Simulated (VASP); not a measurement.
# Pb: relaxation of cell and atoms with r2SCAN

Crystal: Pb.

```xyz
1
Lattice="0.0000 2.4750 2.4750 2.4750 0.0000 2.4750 2.4750 2.4750 0.0000" Properties=species:S:1:pos:R:3 pbc="T T T"
Pb    0.0000    0.0000    0.0000
```

```yaml
Program: VASP 6.6.1
Task: relaxation of cell and atoms
Functional: r2SCAN
Potentials_or_basis: VASP PAW PBE potentials, release 64 (Pb_d)
Cutoff: 600 eV
k_mesh: 9 × 9 × 9
Occupations: fermi-dirac, width 0.05 eV
Spin: no spin polarisation
Dipole_correction: no
Further_INCAR_settings: ALGO = Normal; EDIFF = 1e-06; IBRION = 2; EDIFFG = -0.01; NSW = 60; ISIF = 3
```

* Relaxed volume: 31.06 Å³/atom
* Relaxed cell: a = 3.528 Å, b = 3.528 Å, c = 3.528 Å, α = 60.00°, β = 60.00°, γ = 60.00°
* Space group after relaxing (to 0.05 Å): Fm-3m (No. 225)
* Energy gained by relaxing: 2.6 meV/atom
* Ionic steps: 3
* Pressure after relaxing: 0.0 GPa
* Band gap on the k mesh: zero (band 7 reaches 14.49 eV, above the bottom of band 8 at 5.36 eV)

The path:
| step | energy change (eV) | largest force (eV/Å) | pressure (GPa) | volume (Å³) |
| --- | --- | --- | --- | --- |
| 1 | 0.0000 | 0.0000 | 1.17 | 30.32 |
| 2 | -0.0024 | 0.0000 | -0.36 | 31.31 |
| 3 | -0.0026 | 0.0000 | 0.01 | 31.06 |

Final structure:
```
Pb
1.0
     0.00000    2.49499    2.49499
     2.49499    0.00000    2.49499
     2.49499    2.49499    0.00000
Pb
1
Cartesian
  0.0000 0.0000 0.0000
```

Levels at points of the mesh, in eV from the Fermi level:
| k point | band 4 | band 5 | band 6 | band 7 | band 8 | band 9 | band 10 | band 11 |
| --- | --- | --- | --- | --- | --- | --- | --- | --- |
| (0.00, 0.00, 0.00) | -17.42 | -17.42 | -11.98 | 7.69 | 7.69 | 7.69 | 10.56 | 12.13 |

Wall time 58 s on 1 thread of Intel(R) Xeon(R) 6975P-C (Granite Rapids), on a shared host, peak memory 0.17 GiB.

The cell as given is a measured one (30.32 Å³/atom); r2SCAN puts the equilibrium volume +2.4 % from it, thermal expansion not counted.

Caveat: the PAW data sets were made with another functional, which shifts forces and pressure a little; spin-orbit coupling is left out, which moves the levels of the heavy elements.
